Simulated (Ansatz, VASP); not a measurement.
**Ag in VASP and in Ansatz**

Contents of INCAR:

```
PREC     = Accurate       # precision mode
ENCUT    = 520            # plane-wave cutoff, eV
EDIFF    = 1E-6           # SCF threshold, eV
ISMEAR   = 0              # smearing method
SIGMA    = 0.15           # smearing width, eV
LREAL    = F              # projectors in reciprocal space
LASPH    = T              # aspherical terms in the spheres
NELM     = 80             # most SCF steps
ALGO     = Normal         # electronic algorithm
ISIF     = 2              # what is computed and relaxed
LWAVE    = F              # write WAVECAR
LCHARG   = F              # write CHGCAR
GGA      = PE             # functional
NBANDS   = 12             # bands
```

KPOINTS

```
regular mesh
0
Gamma
  20 20 20
```

File POSCAR:

```
Ag
1.0
    0.0000000000      1.9920225000      2.1452550000
    1.9920225000      0.0000000000      2.1452550000
    1.9920225000      1.9920225000      0.0000000000
Ag
1
Direct
    0.0000000000      0.0000000000      0.0000000000
```

Input for Ansatz:

```yaml
crystal:
  lattice:
    - [0.0, 1.9920225, 2.145255]
    - [1.9920225, 0.0, 2.145255]
    - [1.9920225, 1.9920225, 0.0]
  atoms:
    - { symbol: Ag, position: [0.0, 0.0, 0.0] }
basis:
  ecutwfc: 420
kpoints:
  mp_grid: { grid: [20, 20, 20] }
hamiltonian:
  xc: pbe
scf:
  occupations: { method: gaussian, width: 0.15 }
output:
  forces: true
  stress: true
  eigenvalues: true
```

Change from the starting cell: strain -0.025 along x and y, +0.050 along z, atoms carried along.

Alike in both runs: task single point; functional PBE; k mesh 20 × 20 × 20; occupations gaussian, width 0.15 eV; no spin polarisation.

|  | VASP | Ansatz |
| --- | --- | --- |
| version | VASP 6.6.1 | Ansatz 0.2.0 |
| potentials or method | VASP PAW PBE potentials, release 64 (Ag), cutoff 520 eV | scalar-relativistic, plane waves, PAW |
| valence electrons in the cell | 11 | 19 |

```tsv
	VASP	Ansatz	Ansatz less VASP
gap on the k mesh at the Fermi level (eV)	none	none	-
pressure (GPa)	4.9	5.1	+0.18
traceless stress, the component that is largest in VASP (GPa)	-2.58	-2.59	-0.016
```

A gap of «none» marks a metal or a gap that the smearing closes. VASP's potentials hold 11 valence electrons a cell and Ansatz's 19, so a difference there can come from the potentials and not from the codes.
